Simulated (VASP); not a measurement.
# Ti in VASP: further runs, part 2 of 2

VASP 6.6.1. Earlier steps stand in the parts before.

### 3 Single point, PBE

This run uses another cell than the first one: it holds 4 atoms, not 1.

Contents of INCAR:

```
SYSTEM = Ti
PREC = Accurate
ENCUT = 520
EDIFF = 1E-6
ISMEAR = 0
SIGMA = 0.1
LREAL = .False.
LASPH = .True.
NELM = 60
ALGO = Fast
ISIF = 2
LWAVE = .False.
LCHARG = .False.
GGA = PE
NBANDS = 32
```

Contents of KPOINTS:

```
regular mesh
0
Gamma
  4 4 4
  0 0 0
```

Contents of POSCAR:

```
Ti
1.0
    4.1128904504      0.0000000000      0.0000000000
    0.0000000000      4.1128904504      0.0000000000
    0.0000000000      0.0000000000      4.1128904504
Ti
4
Direct
    0.0000148682      0.0000148682      0.0000148682
    0.4999851318      0.9999851318      0.5000148682
    0.5000148682      0.4999851318      0.9999851318
    0.9999851318      0.5000148682      0.4999851318
```

Potentials or basis: VASP PAW PBE potentials, release 64 (Ti_sv).

On the command line:

```sh
> cat potpaw_PBE.64/Ti_sv/POTCAR > POTCAR
> mpirun -np 1 vasp_std > vasp.out
```

OUTCAR:

```text
SYSTEM = Ti
   PREC = Accurate
   ENCUT = 520
   EDIFF = 1E-6
   ISMEAR = 0
   LREAL = .False.
   LASPH = .True.
   NELM = 60
   ISIF = 2
   GGA = PE

 ion  position               nearest neighbor table
   1  0.000  0.000  0.000-   2 2.91   3 2.91   4 2.91   2 2.91   4 2.91   3 2.91   4 2.91   2 2.91
                             4 2.91   2 2.91   3 2.91   3 2.91
   2  0.500  1.000  0.500-   1 2.91   3 2.91   4 2.91   1 2.91   3 2.91   4 2.91   3 2.91   1 2.91
                             3 2.91   1 2.91   4 2.91   4 2.91
   3  0.500  0.500  1.000-   1 2.91   2 2.91   4 2.91   4 2.91   2 2.91   1 2.91   2 2.91   2 2.91
                             4 2.91   4 2.91   1 2.91   1 2.91
   4  1.000  0.500  0.500-   1 2.91   2 2.91   3 2.91   3 2.91   1 2.91   2 2.91   3 2.91   1 2.91
                             3 2.91   1 2.91   2 2.91   2 2.91

  LATTYP: Found a simple cubic cell.
 ALAT       =     4.1128904504

  Lattice vectors:

 A1 = (   4.1128904504,   0.0000000000,   0.0000000000)
 A2 = (   0.0000000000,   4.1128904504,   0.0000000000)
 A3 = (   0.0000000000,   0.0000000000,   4.1128904504)

Analysis of symmetry for initial positions (statically):
=====================================================================
 Subroutine PRICEL returns:
 Original cell was already a primitive cell.

 Routine SETGRP: Setting up the symmetry group for a
[... 166 lines left out ...]
 fundamental gap:      0.0804714094
 Fermi energy:         8.1685313389

 k-point     1 :       0.0000    0.0000    0.0000
  band No.  band energies     occupation
      1     -48.5372      2.00000
      2     -48.3770      2.00000
      3     -48.3770      2.00000
      4     -48.3770      2.00000
      5     -25.0149      2.00000
      6     -25.0149      2.00000
[... 374 lines left out ...]
     31       8.9494      0.00000
     32       8.9494      0.00000

------------------------ aborting loop because EDIFF is reached ----------------------------------------

  FORCE on cell =-STRESS in cart. coord.  units (eV):
  Direction    XX          YY          ZZ          XY          YZ          ZX
  --------------------------------------------------------------------------------------
  -------------------------------------------------------------------------------------
  Total       -0.1883663     -0.1883663     -0.1883663      0.0000000      0.0000000      0.0000000
  in kB       -4.3378286     -4.3378286     -4.3378286      0.0000000      0.0000000      0.0000000
  external PRESSURE =      -4.3378286 kB  Pullay stress =       0.0000000 kB

 VOLUME and BASIS-vectors are now :
 -----------------------------------------------------------------------------
  energy-cutoff  :      520.00
  volume of cell :       69.57
      direct lattice vectors                 reciprocal lattice vectors
     4.112890450  0.000000000  0.000000000     0.243138010  0.000000000  0.000000000
     0.000000000  4.112890450  0.000000000     0.000000000  0.243138010  0.000000000
     0.000000000  0.000000000  4.112890450     0.000000000  0.000000000  0.243138010

 POSITION                                       TOTAL-FORCE (eV/Angst)
 -----------------------------------------------------------------------------------
      0.00006      0.00006      0.00006        -0.000374     -0.000374     -0.000374
      2.05638      4.11283      2.05651         0.000374      0.000374     -0.000374
      2.05651      2.05638      4.11283        -0.000374      0.000374      0.000374
      4.11283      2.05651      2.05638         0.000374     -0.000374      0.000374
 -----------------------------------------------------------------------------------
    total drift:                                0.000000      0.000000     -0.000000

  FREE ENERGIE OF THE ION-ELECTRON SYSTEM (eV)
  ---------------------------------------------------
  free  energy   TOTEN  =       -31.2284996933 eV

  energy  without entropy=      -31.2014562848  energy(sigma->0) =      -31.21497799
```

OSZICAR:

```text
N       E                     dE             d eps       ncg     rms          rms(c)
DAV:   1     0.625328676936E+03    0.62533E+03   -0.24169E+04   704   0.185E+03
DAV:   2     0.409253843943E+02   -0.58440E+03   -0.56964E+03   704   0.556E+02
DAV:   3    -0.283518782535E+02   -0.69277E+02   -0.66399E+02  1192   0.165E+02
DAV:   4    -0.349883181831E+02   -0.66364E+01   -0.65535E+01  1040   0.471E+01
[... 38 lines left out ...]
RMM:  43    -0.312284971795E+02   -0.85598E-06   -0.13662E-05   447   0.115E-02    0.293E-02
RMM:  44    -0.312284979100E+02   -0.73050E-06   -0.11986E-05   491   0.111E-02    0.296E-02
RMM:  45    -0.312284986115E+02   -0.70159E-06   -0.11467E-05   435   0.101E-02    0.303E-02
RMM:  46    -0.312284992394E+02   -0.62789E-06   -0.10745E-05   444   0.994E-03    0.302E-02
RMM:  47    -0.312284996933E+02   -0.45391E-06   -0.90515E-06   570   0.103E-02
   1 F= -.31228500E+02 E0= -.31214978E+02  d E =-.270434E-01
```

It took 34 s on 1 thread of Intel Xeon 6975P-C (Granite Rapids), shared host; peak memory 0.17 GiB.

Results:

| Quantity | Value |
| --- | --- |
| Free energy | -31.2285 eV |
| Pressure | -0.4 GPa |
| Band gap on the k mesh | zero (band 24 reaches 9.06 eV, above the bottom of band 25 at 7.81 eV) |

Caveat: the k points lie up to 0.38 Å⁻¹ apart.

### 4 Single point, PBE

Contents of INCAR:

```
  PREC = Accurate
  ENCUT = 520
  EDIFF = 1E-6
  ISMEAR = 0
  SIGMA = 0.1
  LREAL = False
  LASPH = True
  NELM = 100
  ALGO = Normal
  ISIF = 2
  LWAVE = False
  LCHARG = False
  GGA = PE
  NBANDS = 12
```

Contents of KPOINTS:

```
Automatic mesh
0
Gamma
  24 24 24
```

Contents of POSCAR:

```
Ti
1.0
    0.0000000000      2.0560758433      2.0560758433
    2.0560758433      0.0000000000      2.0560758433
    2.0560758433      2.0560758433      0.0000000000
Ti
1
Direct
    0.0000000000      0.0000000000      0.0000000000
```

On the command line:

```sh
> cat potpaw_PBE.64/Ti_sv/POTCAR > POTCAR
> mpirun -np 1 vasp_std > vasp.out
```

Wall time 28 s (1 thread of Intel Xeon 6975P-C (Granite Rapids), shared host); peak memory 0.2 GiB.

The run converged. Its results:

```
Free energy            : -7.7821 eV
Pressure               : -0.3 GPa
Band gap on the k mesh : zero (band 6 reaches 9.08 eV, above the bottom of band 7 at 7.83 eV)
```

Levels at points of the mesh, in eV from the Fermi level:
```tsv
k point	band 4	band 5	band 6	band 7	band 8	band 9
(0.00, 0.00, 0.00)	-32.57	-6.09	0.87	0.87	0.87	2.50
(0.50, 0.00, 0.00)	-32.66	-2.58	0.63	0.76	0.76	3.57
(0.50, 0.50, 0.00)	-32.81	-2.57	-1.70	2.84	3.56	3.84
```

### 5 Summary

```csv
spin,cell,k mesh,gap on the mesh (eV),pressure (GPa)
"collinear, ferromagnetic start","a = 2.908 Å, angles 60.0°, 1 atom",8 × 8 × 8,none,-0.3
off,"a = 4.113 Å, 4 atoms",4 × 4 × 4,none,-0.4
off,"a = 2.908 Å, angles 60.0°, 1 atom",24 × 24 × 24,none,-0.3
```

Alike in all rows: task single point; level PBE; potentials or basis VASP PAW PBE potentials, release 64 (Ti_sv); cutoff (eV) 520; smearing gaussian 0.1 eV.

Caveats: some runs use coarse meshes.

Absolute energies hang on the potentials; compare differences alone.
